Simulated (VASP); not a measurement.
Runs of VASP 6.6.1 on Ru. The structure is that of space group Fd-3m (No. 227), or close to it. The cells are those of the table. This isn't the form of Ru at room conditions, which is hcp.

| task | cell | k mesh | cutoff (eV) | gap on the mesh (eV) | pressure (GPa) | relaxed volume (Å³/atom) |
| --- | --- | --- | --- | --- | --- | --- |
| single point | a = 3.857 Å, angles 60.0°, 2 atoms | 14 × 14 × 14 | 520 | none | 0.2 | - |
| relaxation of cell and atoms | relaxed from a = 3.684 Å, angles 60.0°, 2 atoms | 14 × 14 × 14 | 600 | none | 0.0 | 20.32 |
| single point | a = 3.857 Å, angles 60.0°, 2 atoms | 13 × 13 × 13 | 520 | none | 0.2 | - |
| relaxation of cell and atoms | relaxed from a = 3.857 Å, angles 60.0°, 2 atoms | 13 × 13 × 13 | 600 | none | 0.0 | (a) |

Alike in all rows: level PBE; potentials or basis VASP PAW PBE potentials, release 64 (Ru_pv); no spin polarisation; smearing fermi-dirac 0.05 eV.

Task: Fill in the values left out.

Result: (a) 20.31.

A k mesh can miss the band edges, and the runs leave out spin-orbit coupling on Ru.

A gap of «none» marks levels without a gap at the run's occupations.
